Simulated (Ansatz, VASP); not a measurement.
One calculation of KCl, two programs

```xyz
2
Lattice="0.0000 3.1907 3.1907 3.1907 0.0000 3.1907 3.1907 3.1907 0.0000" Properties=species:S:1:pos:R:3 pbc="T T T"
K     0.0000    0.0000    0.0000
Cl    3.1907    3.1907    3.1907
```

Alike in both runs: functional PBE; k mesh 6 × 6 × 6; occupations gaussian, width 0.02 eV; no spin polarisation.

Ansatz relaxed the structure, and its values are those at the end. VASP's run is a single point on that final structure, the one shown.

```csv
,VASP,Ansatz
version,VASP 6.6.1,Ansatz 0.2.0
potentials or method,"VASP PAW PBE potentials, release 64 (K_sv, Cl), cutoff 500 eV","scalar-relativistic, plane waves, PAW"
valence electrons in the cell,16,16
```

```csv
,VASP,Ansatz,Ansatz less VASP
gap on the k mesh at the Fermi level (eV),5.05,5.05,+0.002
least direct gap on the mesh (eV),5.05,5.05,+0.002
pressure (GPa),0.0,0.0,-0.01
```
